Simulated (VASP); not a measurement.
SnO, 4 atoms in the cell. Symmetry: Pmn2_1, No. 31, orthorhombic system. The conventional cell has a = 3.532 Å, b = 6.038 Å, c = 3.907 Å, α = 90.00°, β = 90.00°, γ = 90.00°. Within 3.0 Å of Sn (site symmetry m) lie 3 O at 2.25 Å. Within 3.0 Å of O (site symmetry m) lie 3 Sn at 2.25 Å and 4 O at 2.99 Å. 

```yaml
Program: VASP 6.6.1
Task: single point
Functional: PBE
Dispersion: D3(BJ)
Potentials_or_basis: VASP PAW PBE potentials, release 64 (Sn_d, O)
Cutoff: 600 eV
k_mesh: 8 × 6 × 8
Occupations: fermi-dirac, width 0.05 eV
Spin: no spin polarisation
Dipole_correction: no
Further_INCAR_settings: ALGO = Normal; EDIFF = 1e-06; NBANDS = 28
```

Potentials or basis: VASP PAW PBE potentials, release 64 (Sn_d, O).

The run is started by

```console
$ cat potpaw_PBE.64/Sn_d/POTCAR potpaw_PBE.64/O/POTCAR > POTCAR
$ mpirun -np 1 vasp_std > vasp.out
```

Hardware: 1 thread of Oxide Virtual Turin-like Processor, with other jobs on the host.

Question: How long does it take, and how much memory?

Answer: It took 4.7 min on 1 thread of Oxide Virtual Turin-like Processor, with other jobs on the host, peak memory 0.34 GiB. Counts: scf iterations 15, k points 100.
